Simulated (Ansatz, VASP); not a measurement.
Two plane-wave programs on Hf

INCAR

```
SYSTEM = Hf
ALGO = Fast ; EDIFF = 1E-6
ENCUT = 520 ; GGA = PE
ISIF = 2 ; ISMEAR = 0
LASPH = .TRUE. ; LCHARG = .FALSE.
LREAL = .FALSE. ; LWAVE = .FALSE.
NBANDS = 17 ; NELM = 80
PREC = Accurate ; SIGMA = 0.15
```

The input KPOINTS:

```
k-points
0
G
  18 18 10
  0 0 0
```

The input POSCAR:

```
Hf
1.0
    3.1966985242      0.0000000000      0.0000000000
   -1.5983492621      2.7684221302      0.0000000000
    0.0000000000      0.0000000000      5.2474675000
Hf
2
Direct
    0.3333333333      0.6666666667      0.2500000000
    0.6666666667      0.3333333333      0.7500000000
```

Input for Ansatz:

```yaml
crystal:
  lattice:
    - [3.1966985242, 0.0, 0.0]
    - [-1.5983492621, 2.7684221302, 0.0]
    - [0.0, 0.0, 5.2474675]
  atoms:
    - { symbol: Hf, position: [0.3333333333, 0.6666666667, 0.25] }
    - { symbol: Hf, position: [0.6666666667, 0.3333333333, 0.75] }
basis:
  ecutwfc: 420
kpoints:
  mp_grid: { grid: [18, 18, 10] }
hamiltonian:
  xc: pbe
scf:
  occupations: { method: gaussian, width: 0.15 }
output:
  forces: true
  stress: true
  eigenvalues: true
```

Change from the starting cell: strain +0.0375 x Voigt [0, 0, 1, 0, 0, 0], atoms carried along.

Alike in both runs: task single point; functional PBE; k mesh 18 × 18 × 10; occupations gaussian, width 0.15 eV; no spin polarisation.

|  | VASP | Ansatz |
| --- | --- | --- |
| version | VASP 6.6.1 | Ansatz 0.2.0 |
| potentials or method | VASP PAW PBE potentials, release 64 (Hf_pv), cutoff 520 eV | scalar-relativistic, plane waves, PAW |
| valence electrons in the cell | 20 | 52 |

|  | VASP | Ansatz | Ansatz less VASP |
| --- | --- | --- | --- |
| gap on the k mesh at the Fermi level (eV) | none | none | - |
| pressure (GPa) | -3.5 | -3.0 | +0.43 |
| traceless stress, the component that is largest in VASP (GPa) | -2.97 | -2.92 | +0.046 |

A gap of «none» marks a metal or a gap that the smearing closes. The functional is the same, so the differences come from potentials, cutoffs and numerics. VASP's potentials hold 20 valence electrons a cell and Ansatz's 52, so a difference there can come from the potentials and not from the codes.

Spin-orbit coupling is off throughout.
